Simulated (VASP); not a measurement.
Here is a VASP 6.6.1 calculation.

POSCAR

```
BaTiO3
1.0
    7.9931796700      0.0000000000      0.0000000000
    0.0103206100      3.9965798500      0.0000000000
    0.0103206100      0.0103006400      3.9965598900
Ba Ti O
2 2 6
Direct
    0.0000000000      0.0000000000      0.0000000000
    0.5000000000      0.0000000000      0.0000000000
    0.2430000000      0.4860000000      0.4860000000
    0.7430000000      0.4860000000      0.4860000000
    0.2542000000      0.5084000000      0.0185000000
    0.7542000000      0.5084000000      0.0185000000
    0.0092500000      0.5084000000      0.5084000000
    0.5092500000      0.5084000000      0.5084000000
    0.2542000000      0.0185000000      0.5084000000
    0.7542000000      0.0185000000      0.5084000000
```

INCAR.step1

```
SYSTEM = BaTiO3
ALGO     = Normal         ! electronic algorithm
EDIFF    = 1E-4           ! SCF threshold, eV
ENCUT    = 520            ! plane-wave cutoff, eV
GGA      = PE             ! functional
ISMEAR   = -1             ! smearing method
LASPH    = .True.         ! aspherical terms in the spheres
LCHARG   = .False.        ! write CHGCAR
LREAL    = .False.        ! projectors in reciprocal space
LWAVE    = .True.         ! write WAVECAR
NBANDS   = 51             ! bands
NELM     = 100            ! most SCF steps
PREC     = Accurate       ! precision mode
SIGMA    = 0.0258         ! smearing width, eV
```

File INCAR.step2:

```
SYSTEM = BaTiO3
ALGO     = Normal         ! electronic algorithm
EDIFF    = 1E-7           ! SCF threshold, eV
ENCUT    = 520            ! plane-wave cutoff, eV
ISIF     = 2              ! what is computed and relaxed
ISMEAR   = -1             ! smearing method
ISTART   = 1            
LASPH    = .True.         ! aspherical terms in the spheres
LCHARG   = .False.        ! write CHGCAR
LMIXTAU  = .True.       
LREAL    = .False.        ! projectors in reciprocal space
LWAVE    = .False.        ! write WAVECAR
METAGGA  = R2SCAN         ! meta-GGA
NBANDS   = 51             ! bands
NELM     = 100            ! most SCF steps
PREC     = Accurate       ! precision mode
SIGMA    = 0.0258         ! smearing width, eV
```

Contents of KPOINTS:

```
k-points
0
Gamma
  3 6 6
  0 0 0
```

Potentials or basis: VASP PAW PBE potentials, release 64 (Ba_sv, Ti_sv, O).

Run with:

```sh
$ cat potpaw_PBE.64/Ba_sv/POTCAR potpaw_PBE.64/Ti_sv/POTCAR potpaw_PBE.64/O/POTCAR > POTCAR
$ cp INCAR.step1 INCAR
$ mpirun -np 1 vasp_std > vasp.out
$ cp INCAR.step2 INCAR
$ mpirun -np 1 vasp_std > vasp.out
```

Estimate the pressure.

5.0 GPa.

Estimate the largest force.

0.240 eV/Å.

Estimate the band gap on the k mesh.

2.76 eV.

Forces in eV/Å, atoms in the order of the input:
```
Ba  -0.042 -0.042 -0.042
Ba  -0.042 -0.042 -0.042
Ti   0.139  0.139  0.138
Ti   0.139  0.139  0.138
O    0.056  0.056 -0.209
O    0.056  0.056 -0.209
O   -0.209  0.056  0.056
O   -0.209  0.056  0.056
O    0.056 -0.209  0.056
O    0.056 -0.209  0.056
```

Caveat: the cell stands under pressure; the PAW data sets were made with another functional, which shifts forces and pressure a little; spin-orbit coupling is left out, which moves the levels of the heavy elements. r2SCAN opens gaps a little over a GGA but as a rule still falls short of measured ones.
